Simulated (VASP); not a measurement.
# ZnWO4 in VASP: a series of runs, part 2 of 2

VASP 6.6.1. The steps go on from the part before.

### 4 Single point, PBE

INCAR

```
SYSTEM = ZnWO4
ALGO     = Normal         ! electronic algorithm
EDIFF    = 1E-7           ! SCF threshold, eV
ENCUT    = 520            ! plane-wave cutoff, eV
GGA      = PE             ! functional
ISIF     = 2              ! what is computed and relaxed
ISMEAR   = -1             ! smearing method
ISYM     = 0            
LASPH    = .TRUE.         ! aspherical terms in the spheres
LCHARG   = .FALSE.        ! write CHGCAR
LREAL    = Auto         
LWAVE    = .FALSE.        ! write WAVECAR
NBANDS   = 90             ! bands
NELM     = 80             ! most SCF steps
PREC     = Accurate       ! precision mode
SIGMA    = 0.1034         ! smearing width, eV
```

KPOINTS

```
k-points
0
G
  1 1 1
  0 0 0
```

POSCAR

```
ZnWO4
1.0
    6.3295770000      0.1311510000     -0.0352210000
    0.1311510000      5.9276150000     -0.0312300000
   -0.0352210000     -0.0312300000      6.2590500000
W O Zn
3 12 3
Direct
    0.7146576385      0.6384625413      0.8189305313
    0.6713260646      0.5215062483      0.3131394406
    0.3944989309     -0.0541007021      0.2676527719
    0.6554012194      0.3840991560      0.5770555121
    0.2447948213      0.0994848392      0.0379094000
   -0.0425130949      0.4751117139      0.8102685528
    0.9186890278      0.6490727533      0.3645972933
    0.5709661868      0.1565580775      0.2684532491
    0.3397847247      0.5581347411      0.2511997996
    0.5717203615      0.7768969318      0.0479219776
    0.8322582313      0.9195643261      0.7816456109
    0.1939164249      0.0446534840      0.4518410076
    0.5603578454      0.7619236737      0.4874700218
    0.3235888373      0.6068056380      0.7911367799
    0.7325698857      0.4134719612      0.0533420524
    0.2088927987      0.4058597258      0.9963079721
    0.1295662428      0.9668085144      0.7947932805
    0.1942499420      0.4771176984      0.5423022764
```

On the command line:

```sh
$ cat potpaw_PBE.64/W_sv/POTCAR potpaw_PBE.64/O/POTCAR potpaw_PBE.64/Zn/POTCAR > POTCAR
$ mpirun -np 1 vasp_gam > vasp.out
```

Wall time 26 s (1 thread of AMD EPYC 9R45 (Zen 5), shared host); peak memory 0.28 GiB.

Results (log left out):

* Free energy: -128.7939 eV
* Pressure: 6.3 GPa
* Largest force: 3.921 eV/Å
* Band gap on the k mesh: 2.29 eV

Forces on the atoms (eV/Å):
```
W   -1.230  1.937 -3.180
W   -0.943 -1.779  3.335
W   -1.750 -1.078  0.613
O    0.496 -0.240  0.506
O   -0.016 -1.458 -0.804
O    1.733 -0.904 -1.606
O    0.868 -0.324 -0.112
O    1.755  1.331  1.089
O   -0.629  0.038  1.103
O    0.536  0.524  1.139
O   -0.356 -1.883  0.116
O    0.002  0.222  2.032
O   -1.017  3.070  0.478
O    0.996  0.981 -0.687
O   -0.197 -1.516 -2.224
Zn   0.321  1.734  0.952
Zn  -0.315 -1.442 -1.415
Zn  -0.254  0.788 -1.336
```

Stress tensor (GPa, compression positive):
```
 4.89  0.55 -3.85
 0.55  3.14  2.94
-3.85  2.94 10.72
```

Levels at points of the mesh, in eV from the valence-band top:
| k point | band 73 | band 74 | band 75 | band 76 | band 77 | band 78 |
| --- | --- | --- | --- | --- | --- | --- |
| (0.00, 0.00, 0.00) | -0.44 | -0.14 | 0.00 | 2.29 | 2.75 | 3.20 |

Caveat: the k points lie up to 1.06 Å⁻¹ apart; spin-orbit coupling is left out, which moves the levels of the heavy elements.

### 5 Single point, PBE

INCAR

```
SYSTEM = ZnWO4
  ALGO = Normal
  EDIFF = 1E-6
  ENCUT = 520
  GGA = PE
  ISIF = 2
  ISMEAR = -1
  ISYM = 0
  LASPH = .TRUE.
  LCHARG = .FALSE.
  LREAL = Auto
  LWAVE = .FALSE.
  NBANDS = 90
  NELM = 60
  PREC = Accurate
  SIGMA = 0.1034
```

KPOINTS is that of step 4.

POSCAR

```
ZnWO4
1.0
    6.3295770000      0.1311510000     -0.0352210000
    0.1311510000      5.9276150000     -0.0312300000
   -0.0352210000     -0.0312300000      6.2590500000
W O Zn
3 12 3
Direct
    0.7203436987      0.6278047800      0.8088961693
    0.6340110595      0.5032580186      0.3384234431
    0.3542771921     -0.0208040709      0.2518182928
    0.6207520499      0.3546809970      0.5980995831
    0.2378425140      0.0992098885     -0.0055937601
   -0.0499593029      0.4519122311      0.8070607524
    0.8995027794      0.5607071380      0.4178588238
    0.5328432571      0.1833765160      0.3047170291
    0.3042775956      0.5885518772      0.2534180804
    0.5981267686      0.7893190784      0.0796520331
    0.8711952843      0.8720391608      0.7817336740
    0.1794422328      0.0506464139      0.4854137325
    0.5587077903      0.7969832949      0.4757995279
    0.3222118743      0.6331280111      0.7641532201
    0.6696173985      0.3892900117      0.0652354785
    0.2654391323      0.4718947772      0.9866528156
    0.1785404496      0.9154964188      0.7461115227
    0.1654150868      0.4441820207      0.5061595433
```

Potentials or basis: VASP PAW PBE potentials, release 64 (W_sv, O, Zn).

On the command line:

```sh
$ cat potpaw_PBE.64/W_sv/POTCAR potpaw_PBE.64/O/POTCAR potpaw_PBE.64/Zn/POTCAR > POTCAR
$ mpirun -np 1 vasp_gam > vasp.out
```

OUTCAR:

```text
SYSTEM = ZnWO4
   EDIFF = 1E-6
   ENCUT = 520
   GGA = PE
   ISIF = 2
   ISMEAR = -1
   ISYM = 0
   LASPH = .TRUE.
   LREAL = Auto
   NELM = 60
   PREC = Accurate

 ion  position               nearest neighbor table
   1  0.720  0.628  0.809-   6 1.75  11 1.78  10 2.08  15 2.19   4 2.19  13 2.51  14 2.53   7 2.73
                             2 3.08   2 3.46
   2  0.634  0.503  0.338-   7 1.79  15 1.84   4 1.86  13 1.98   8 2.04   9 2.19  10 2.36   1 3.08
                            18 3.19  16 3.20   3 3.31   1 3.46
   3  0.354  0.979  0.252-   8 1.72  12 1.88   5 1.90  10 2.16  13 2.16   9 2.35   2 3.31
   4  0.621  0.355  0.598-   2 1.86   1 2.19
   5  0.238  0.099  0.994-   3 1.90  17 1.93  16 2.23
   6  0.950  0.452  0.807-   1 1.75  16 2.29  18 2.34
   7  0.900  0.561  0.418-   2 1.79  18 1.87   1 2.73
   8  0.533  0.183  0.305-   3 1.72   2 2.04
   9  0.304  0.589  0.253-  16 1.82  18 2.03   2 2.19   3 2.35
  10  0.598  0.789  0.080-   1 2.08   3 2.16   2 2.36
  11  0.871  0.872  0.782-   1 1.78  17 1.99
  12  0.179  0.051  0.485-  17 1.83   3 1.88  18 2.33
  13  0.559  0.797  0.476-   2 1.98   3 2.16   1 2.51
  14  0.322  0.633  0.764-  16 1.75  17 1.87  18 2.21   1 2.53
  15  0.670  0.389  0.065-   2 1.84   1 2.19
  16  0.265  0.472  0.987-  14 1.75   9 1.82   5 2.23   6 2.29   2 3.20
  17  0.179  0.915  0.746-  12 1.83  14 1.87   5 1.93  11 1.99
  18  0.165  0.444  0.506-   7 1.87   9 2.03  14 2.21  12 2.33   6 2.34   2 3.19

IMPORTANT INFORMATION: All symmetrisations will be switched off!
NOSYMM: (Re-)initialisation of all symmetry stuff for point group C_1.

----------------------------------------------------------------------------------------

                                     Primitive cell

  volume of cell :     234.7142

  direct lattice vectors                    reciprocal lattice vectors
     6.329577000  0.131151000 -0.035221000     0.158065663 -0.003492676  0.000872042
     0.131151000  5.927615000 -0.031230000    -0.003492676  0.168783525  0.000822504
[... 118 lines left out ...]
   GGA     = PE    functional components
   LHFCALC =     F    Hartree Fock is set to
   AEXX    =    0.0000 exact exchange contribution
   IVDW    =     0    specifies the selected vdW correction
   LEPSILON=     F    determine dielectric tensor
   LRPA    =     F    only Hartree local field effects (RPA)
 non-spin polarized calculation
  energy-cutoff  :      520.00
  volume of cell :      234.71
 maximum number of plane-waves:      3154
 NGX is ok and might be reduce to    48
   NGX = 23   NGY = 23   NGZ = 23

 number of electron     150.0000015 magnetization

 Free energy of the ion-electron system (eV)
  ---------------------------------------------------
  ext. energy  EPLUGINS =         0.00000000
  ---------------------------------------------------
  free energy    TOTEN  =      -128.97867645 eV

  energy without entropy =     -128.97859898  energy(sigma->0) =     -128.97863771

 E-fermi :   3.0449     XC(G=0): -10.1625

 val. band max:        1.8870004754   @ k =   0.0000   0.0000   0.0000
 cond. band min:       4.2006489154   @ k =   0.0000   0.0000   0.0000
 fundamental gap:      2.3136484400
 Fermi energy:         3.0448740699

 k-point     1 :       0.0000    0.0000    0.0000
  band No.  band energies     occupation
      1     -73.5087      2.00000
      2     -72.8984      2.00000
      3     -72.6369      2.00000
      4     -38.0119      2.00000
      5     -37.6362      2.00000
      6     -37.5983      2.00000
[... 79 lines left out ...]
     86       7.0170      0.00000
     87       7.5866      0.00000
 [bands above 87 left out]

------------------------ aborting loop because EDIFF is reached ----------------------------------------

  FORCE on cell =-STRESS in cart. coord.  units (eV):
  Direction    XX          YY          ZZ          XY          YZ          ZX
  --------------------------------------------------------------------------------------
  -------------------------------------------------------------------------------------
  Total        4.3973528      1.5276550     10.4317433      7.6496989     -1.9205496     -4.1496809
  in kB       30.0166649     10.4278892     71.2078733     52.2174270    -13.1098180    -28.3260374
  external PRESSURE =      37.2174758 kB  Pullay stress =       0.0000000 kB

 VOLUME and BASIS-vectors are now :
 -----------------------------------------------------------------------------
  energy-cutoff  :      520.00
  volume of cell :      234.71
      direct lattice vectors                 reciprocal lattice vectors
     6.329577000  0.131151000 -0.035221000     0.158065663 -0.003492676  0.000872042
     0.131151000  5.927615000 -0.031230000    -0.003492676  0.168783525  0.000822504
    -0.035221000 -0.031230000  6.259050000     0.000872042  0.000822504  0.159777666

 POSITION                                       TOTAL-FORCE (eV/Angst)
 -----------------------------------------------------------------------------------
      4.61332      3.79060      5.01794        -1.535600      1.413668      0.769669
      4.06711      3.05570      2.08016        -0.338160      2.538592      0.219861
      2.36198      5.84290      1.53308         1.168726     -3.543501     -0.149029
      3.95455      2.16515      3.71060        -0.501806      1.185403      1.235581
      1.48343      0.58822      6.21256         0.730965      0.043067      2.286738
      6.04420      2.77816      5.00386         1.140742     -1.634945      0.583758
[... 10 lines left out ...]
      1.22388      5.42683      4.63507        -0.752613     -0.511648      0.945565
      1.08743      2.63883      3.14838         0.580750      0.241582      0.895366
 -----------------------------------------------------------------------------------
    total drift:                                0.008700     -0.009253      0.014796

  FREE ENERGIE OF THE ION-ELECTRON SYSTEM (eV)
  ---------------------------------------------------
  free  energy   TOTEN  =      -128.9786764495 eV

  energy  without entropy=     -128.9785989787  energy(sigma->0) =     -128.97863771
```

OSZICAR:

```text
N       E                     dE             d eps       ncg     rms          rms(c)
DAV:   1     0.277190642949E+04    0.27719E+04   -0.84039E+04   180   0.223E+03
DAV:   2     0.316807861115E+03   -0.24551E+04   -0.23801E+04   196   0.669E+02
DAV:   3    -0.131493345656E+03   -0.44830E+03   -0.43224E+03   206   0.259E+02
DAV:   4    -0.162224967120E+03   -0.30732E+02   -0.30417E+02   208   0.739E+01
DAV:   5    -0.162927235833E+03   -0.70227E+00   -0.69601E+00   224   0.117E+01    0.806E+01
DAV:   6    -0.131140249284E+03    0.31787E+02   -0.16391E+02   272   0.937E+01    0.217E+01
DAV:   7    -0.129943353337E+03    0.11969E+01   -0.36306E+01   224   0.291E+01    0.220E+01
DAV:   8    -0.129001235483E+03    0.94212E+00   -0.39427E+00   232   0.163E+01    0.642E+00
DAV:   9    -0.128984109107E+03    0.17126E-01   -0.81097E-01   256   0.105E+01    0.167E+00
DAV:  10    -0.128974807392E+03    0.93017E-02   -0.14722E-01   248   0.321E+00    0.859E-01
DAV:  11    -0.128977447660E+03   -0.26403E-02   -0.45788E-02   240   0.155E+00    0.430E-01
DAV:  12    -0.128977944385E+03   -0.49673E-03   -0.60551E-03   224   0.824E-01    0.219E-01
DAV:  13    -0.128978515397E+03   -0.57101E-03   -0.27957E-03   248   0.341E-01    0.944E-02
DAV:  14    -0.128978635311E+03   -0.11991E-03   -0.63358E-04   224   0.290E-01    0.405E-02
DAV:  15    -0.128978661082E+03   -0.25771E-04   -0.19917E-04   248   0.869E-02    0.300E-02
DAV:  16    -0.128978671792E+03   -0.10710E-04   -0.38124E-05   232   0.593E-02    0.160E-02
DAV:  17    -0.128978675615E+03   -0.38234E-05   -0.23597E-05   240   0.342E-02    0.562E-03
DAV:  18    -0.128978676449E+03   -0.83436E-06   -0.56128E-06   192   0.148E-02
   1 F= -.12897868E+03 E0= -.12897864E+03  d E =-.774708E-04
```

It took 25 s on 1 thread of AMD EPYC 9R45 (Zen 5), shared host; peak memory 0.28 GiB.

What came out:

- Free energy: -128.9787 eV
- Pressure: 3.7 GPa
- Largest force: 3.734 eV/Å
- Band gap on the k mesh: 2.31 eV

Forces in eV/Å, atoms in the order of the input:
```
W   -1.536  1.414  0.770
W   -0.338  2.539  0.220
W    1.169 -3.544 -0.149
O   -0.502  1.185  1.236
O    0.731  0.043  2.287
O    1.141 -1.635  0.584
O    0.522  0.593 -1.041
O   -0.408 -0.212 -0.392
O    0.062  0.773  1.657
O   -0.351 -0.130 -0.350
O   -0.824  0.105 -0.252
O    0.238  1.511 -2.640
O   -0.329 -0.970 -0.098
O    1.401  0.562 -2.519
O    0.627  0.559 -1.928
Zn  -1.431 -2.524  0.776
Zn  -0.753 -0.512  0.946
Zn   0.581  0.242  0.895
```

Levels at points of the mesh, in eV from the valence-band top:
```csv
k point,band 72,band 73,band 74,band 75,band 76,band 77,band 78,band 79
"(0.00, 0.00, 0.00)",-0.57,-0.36,-0.29,0.00,2.31,2.59,2.85,2.96
```

Caveat: the k points lie up to 1.06 Å⁻¹ apart; spin-orbit coupling is left out, which moves the levels of the heavy elements.
